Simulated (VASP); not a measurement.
Runs of VASP 6.6.1 on K2S. The structure is that of space group Fm-3m (No. 225), or close to it. The cells are those of the table. 

| task | cell | cutoff (eV) | gap on the mesh (eV) | pressure (GPa) |
| --- | --- | --- | --- | --- |
| single point | a = 3.851 Å, angles 60.0°, 3 atoms | 500 | 2.21 | 117.5 |
| single point | a = 5.226 Å, angles 60.0°, 3 atoms | 500 | (b) | -0.4 |
| single point | a = 4.527 Å, angles 60.0°, 3 atoms | 500 | (a) | 20.4 |
| electric field gradients | a = 3.851 Å, angles 60.0°, 3 atoms | 400 | 2.21 | 117.5 |
| single point | a = 4.640 Å, angles 60.0°, 3 atoms | 500 | 3.19 | 14.3 |

Alike in all rows: level PBEsol; potentials or basis VASP PAW PBE potentials, release 64 (K_sv, S); no spin polarisation; k mesh 7 × 7 × 7; smearing fermi-dirac 0.03 eV.

Question: Fill in the values left out.

Answer: (a) 3.22; (b) 2.30.

Caveats: the PAW data sets were made with another functional, which shifts forces and pressure a little; an odd mesh through Γ misses points on the zone boundary, where band edges can lie; the cell stands under pressure (at least some runs).
